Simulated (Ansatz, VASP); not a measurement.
## Si3Ru in VASP and in Ansatz

The input INCAR:

```
SYSTEM = Si3Ru
  ALGO = Normal
  EDIFF = 1E-6
  ENCUT = 520
  GGA = PE
  ISIF = 2
  ISMEAR = 0
  LASPH = .True.
  LCHARG = .False.
  LREAL = .False.
  LWAVE = .False.
  NBANDS = 21
  NELM = 80
  PREC = Accurate
  SIGMA = 0.1
```

File KPOINTS:

```
k-points
0
Gamma
  6 6 6
  0 0 0
```

Contents of POSCAR:

```
Si3Ru
1.0
    0.0000000000      2.9677669900      2.9677669900
    2.9677669900      0.0000000000      2.9677669900
    2.9677669900      2.9677669900      0.0000000000
Si Ru
3 1
Direct
    0.2500000000      0.2500000000      0.2500000000
    0.7500000000      0.7500000000      0.7500000000
    0.5000000000      0.5000000000      0.5000000000
    0.0000000000      0.0000000000      0.0000000000
```

Input for Ansatz:

```yaml
crystal:
  lattice:
    - [0.0, 2.96776699, 2.96776699]
    - [2.96776699, 0.0, 2.96776699]
    - [2.96776699, 2.96776699, 0.0]
  atoms:
    - { symbol: Si, position: [0.25, 0.25, 0.25] }
    - { symbol: Si, position: [0.75, 0.75, 0.75] }
    - { symbol: Si, position: [0.5, 0.5, 0.5] }
    - { symbol: Ru, position: [0.0, 0.0, 0.0] }
basis:
  ecutwfc: 420
kpoints:
  mp_grid: { grid: [6, 6, 6] }
hamiltonian:
  xc: pbe
scf:
  occupations: { method: gaussian, width: 0.1 }
  lower_state_search: "off"
output:
  forces: true
  stress: true
  eigenvalues: true
```

Change from the starting cell: species swapped into the Mn3Re type (Fm-3m, No. 225).

Alike in both runs: task single point; functional PBE; k mesh 6 × 6 × 6; occupations gaussian, width 0.1 eV; no spin polarisation.

|  | VASP | Ansatz |
| --- | --- | --- |
| version | VASP 6.6.1 | Ansatz 0.2.0 |
| potentials or method | VASP PAW PBE potentials, release 64 (Si, Ru_pv), cutoff 520 eV | scalar-relativistic, plane waves, PAW |
| valence electrons in the cell | 26 | 28 |

|  | VASP | Ansatz | Ansatz less VASP |
| --- | --- | --- | --- |
| gap on the k mesh at the Fermi level (eV) | none | none | - |
| pressure (GPa) | 6.4 | 6.5 | +0.05 |

A gap of «none» marks a metal or a gap that the smearing closes. VASP's potentials hold 26 valence electrons a cell and Ansatz's 28, so a difference there can come from the potentials and not from the codes.
